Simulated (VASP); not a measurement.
Ti4C: relaxation of the atoms with PBE

The system is Ti4C, a slab with vacuum.

```
CELL_PARAMETERS angstrom
2.93846 0.00000 0.00000
-1.46923 2.54478 0.00000
0.00000 0.00000 22.40461
ATOMIC_POSITIONS crystal
Ti 0.66667 0.33333 0.17853
Ti 0.33333 0.66667 0.28232
Ti 0.66667 0.33333 0.39019
Ti 0.33333 0.66667 0.48671
C 0.66667 0.33333 0.53849
```

- Program: VASP 6.6.1
- Task: relaxation of the atoms
- Functional: PBE
- Potentials or basis: VASP PAW PBE potentials, release 64 (Ti_sv, C)
- Cutoff: 520 eV
- k mesh: 9 × 9 × 1
- Occupations: gaussian, width 0.1 eV
- Spin: no spin polarisation
- Dipole correction: yes
- Atoms held fixed (from 0): [0, 1, 2, 3]
- Further INCAR settings: ALGO = Normal; EDIFF = 1e-07; IBRION = 2; EDIFFG = -0.025; NSW = 36
- Atoms held along some axes (from 0): atom 4 along a and b

```json
{
  "Energy gained by relaxing": "65.9 meV/atom",
  "Ionic steps": "4",
  "Band gap on the k mesh": "zero (bands 26 and 27 overlap by 0.59 eV)"
}
```

The path:
```
step  energy change (eV)  largest force on free atoms (eV/Å)  pressure (GPa)
   1              0.0000                              2.1683            0.60
   2             -0.1891                              1.4282            1.77
   3             -0.3269                              0.1983            3.92
   4             -0.3295                              0.0065            4.30
```

Final structure:
```
CELL_PARAMETERS angstrom
2.93846 0.00000 0.00000
-1.46923 2.54478 0.00000
0.00000 0.00000 22.40461
ATOMIC_POSITIONS crystal
Ti 0.66667 0.33333 0.17853
Ti 0.33333 0.66667 0.28232
Ti 0.66667 0.33333 0.39019
Ti 0.33333 0.66667 0.48671
C 0.66667 0.33333 0.52512
```

Levels at points of the mesh, in eV from the Fermi level:
| k point | band 24 | band 25 | band 26 | band 27 | band 28 | band 29 |
| --- | --- | --- | --- | --- | --- | --- |
| (0.00, 0.00, 0.00) | -0.15 | 0.30 | 0.43 | 0.75 | 0.75 | 0.77 |

Run time: 4.4 min on 1 thread of Intel(R) Xeon(R) 6975P-C (Granite Rapids) (shared host), peak memory 0.32 GiB.
